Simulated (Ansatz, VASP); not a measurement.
## One calculation of HfO2, two programs

```
Hf O
1.0
     0.00000    2.65088    2.54892
     2.58282    0.00000    2.54892
     2.58282    2.65088    0.00000
Hf O
1 2
Direct
  0.00000 0.00000 0.00000
  0.25000 0.25000 0.25000
  0.75000 0.75000 0.75000
```

Change from the starting cell: normal strain along x +0.0133, normal strain along y +0.0400.

Alike in both runs: task single point; functional PBE; k mesh 8 × 8 × 8; occupations gaussian, width 0.05 eV; no spin polarisation.

|  | VASP | Ansatz |
| --- | --- | --- |
| version | VASP 6.6.1 | Ansatz 0.2.0 |
| potentials or method | VASP PAW PBE potentials, release 64 (Hf_pv, O), cutoff 520 eV | scalar-relativistic, plane waves, PAW |
| valence electrons in the cell | 22 | 38 |

VASP gave:

| Quantity | Value |
| --- | --- |
| gap on the k mesh at the Fermi level (eV) | 3.30 |
| least direct gap on the mesh (eV) | 3.39 |
| pressure (GPa) | -14.7 |
| traceless stress, the component that is largest in VASP (GPa) | -9.36 |

Task: Which values does Ansatz return?

Result: gap on the k mesh at the Fermi level (eV): 3.32; least direct gap on the mesh (eV): 3.40; pressure (GPa): -11.5; traceless stress, the component that is largest in VASP (GPa): -9.22.

VASP's potentials hold 22 valence electrons a cell and Ansatz's 38, so a difference there can come from the potentials and not from the codes.

Neither program's run includes spin-orbit coupling.
